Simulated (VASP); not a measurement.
A run of VASP 6.6.1:

INCAR

```
SYSTEM = Al13Si3C3N13
PREC = Accurate
ENCUT = 520
EDIFF = 1E-7
ISMEAR = -1
SIGMA = 0.05
LREAL = Auto
LASPH = .TRUE.
NELM = 80
ALGO = Normal
ISIF = 2
LWAVE = .FALSE.
LCHARG = .FALSE.
GGA = PS
ISYM = 0
NBANDS = 246
```

The input KPOINTS:

```
Automatic mesh
0
Gamma
  1 1 1
  0.25 0.25 0.25
```

File POSCAR:

```
Al13Si3C3N13
1.0
    9.3478398020      0.0000000000      0.0000000000
    0.0000000000     10.7741810930      0.0000000000
    0.0000000000      0.0000000000      9.9855149175
Al Si N C
39 9 39 9
Direct
    0.1647180000      0.0854640000      0.2450370000
    0.1700520000      0.0836600000      0.7513270000
    0.0030610000      0.3333080000      0.7422980000
    0.5046000000      0.0830410000      0.2493840000
    0.4933370000      0.0879450000      0.7508890000
    0.3313550000      0.3319130000      0.7452820000
    0.1639340000      0.5823240000      0.2474840000
    0.1670990000      0.5765150000      0.7471560000
    0.9970520000      0.8318000000      0.2533720000
    0.0022210000      0.8319310000      0.7424860000
    0.8315030000      0.0826680000      0.2502970000
    0.8345810000      0.0867110000      0.7503330000
    0.6687860000      0.3314520000      0.2440170000
    0.6616840000      0.3362140000      0.7512840000
    0.5007620000      0.5832820000      0.2485260000
    0.5002110000      0.5858360000      0.7503060000
    0.3348390000      0.8334140000      0.2498960000
    0.8361270000      0.5805250000      0.2507200000
    0.6697970000      0.8328520000      0.2524070000
    0.6673490000      0.8378250000      0.7505850000
    0.0006120000      0.1626280000      0.4990680000
    0.0021750000      0.1683230000      0.9990870000
    0.3336810000      0.1669200000      0.4945490000
    0.1657310000      0.4147780000      0.4916950000
    0.9969300000      0.6625320000      0.5000090000
    0.0032100000      0.6663800000      0.9995800000
    0.6648300000      0.1689530000      0.5040280000
    0.6668990000      0.1693130000      0.9927990000
    0.5023840000      0.4176330000      0.4982660000
    0.4953950000      0.4162940000      0.9932190000
    0.3340720000      0.6680860000      0.4985900000
    0.1690350000      0.9167580000      0.4979380000
    0.8289650000      0.4146780000      0.5027880000
    0.8374240000      0.4180420000      0.9884760000
    0.6697470000      0.6655700000      0.5017460000
    0.6673580000      0.6722570000      0.0009940000
    0.4982170000      0.9198670000      0.5014400000
    0.5003300000      0.9179650000      0.0016510000
    0.8360210000      0.9208910000      0.0008220000
    0.9983650000      0.3315100000      0.2525690000
    0.3332870000      0.3337890000      0.2459160000
    0.3299340000      0.8317120000      0.7500500000
    0.8334840000      0.5831790000      0.7512450000
    0.3324040000      0.1656730000      0.0026360000
    0.1688550000      0.4102110000      0.0003930000
    0.3306730000      0.6603270000      0.0014700000
    0.1643970000      0.9150270000      0.0009770000
    0.8348520000      0.9171930000      0.5023580000
    0.9959610000      0.1721220000      0.1910580000
    0.0049920000      0.1609690000      0.6903570000
    0.3377530000      0.1717170000      0.1878990000
    0.3285280000      0.1632130000      0.6818650000
    0.1677240000      0.4152670000      0.6804410000
    0.9981350000      0.6675760000      0.1886120000
    0.9926450000      0.6629630000      0.6962610000
    0.6675540000      0.1644310000      0.1862270000
    0.4917510000      0.4143270000      0.1906850000
    0.3346900000      0.6690990000      0.1803240000
    0.3317010000      0.6796750000      0.6920220000
    0.1679080000      0.9131210000      0.1798160000
    0.1781300000      0.9107320000      0.6943000000
    0.8425320000      0.4134710000      0.1837940000
    0.6686350000      0.6656200000      0.1900460000
    0.6763700000      0.6703300000      0.6964960000
    0.5007220000      0.9145690000      0.1901120000
    0.4862820000      0.9094930000      0.6987950000
    0.8334100000      0.9163670000      0.1883920000
    0.8345460000      0.9163510000      0.6845650000
    0.1700270000      0.0803880000      0.4336870000
    0.0092300000      0.3357960000      0.9393620000
    0.4993720000      0.0820030000      0.4365830000
    0.4895290000      0.0846550000      0.9483060000
    0.3371290000      0.3320090000      0.4229840000
    0.1697150000      0.5863460000      0.4392980000
    0.0087480000      0.8377780000      0.9398140000
    0.8299000000      0.0721370000      0.4419110000
    0.8363890000      0.0842540000      0.9424540000
    0.6641390000      0.3324850000      0.4308300000
    0.6666240000      0.3379690000      0.9498640000
    0.5007730000      0.5897070000      0.4363960000
    0.4940760000      0.5954310000      0.9468670000
    0.3364400000      0.8339210000      0.4375780000
    0.3251400000      0.8253340000      0.9380250000
    0.8300080000      0.5829230000      0.4377560000
    0.8319190000      0.5916540000      0.9335360000
    0.6719310000      0.8392870000      0.4486250000
    0.6676080000      0.8388210000      0.9399700000
    0.1653260000      0.4065940000      0.1879240000
    0.6641990000      0.1632430000      0.6962700000
    0.4937760000      0.4229340000      0.6893150000
    0.8338540000      0.4265320000      0.6995650000
    0.1764590000      0.0742610000      0.9499610000
    0.9954080000      0.3295260000      0.4318890000
    0.3252380000      0.3233440000      0.9437260000
    0.1751040000      0.5763080000      0.9441320000
    0.9929820000      0.8363960000      0.4482500000
```

Potentials or basis: VASP PAW PBE potentials, release 64 (Al, Si, N, C).

Launch:

```console
$ cat potpaw_PBE.64/Al/POTCAR potpaw_PBE.64/Si/POTCAR potpaw_PBE.64/N/POTCAR potpaw_PBE.64/C/POTCAR > POTCAR
$ mpirun -np 1 vasp_std > vasp.out
```

Hardware: 1 thread of Intel Xeon 8259CL, with other jobs on the host.

How long does it take, and how much memory?

Wall time 81 min on 1 thread of Intel Xeon 8259CL (shared host), peak memory 1.3 GiB. Counts: scf iterations 19, k points 4.
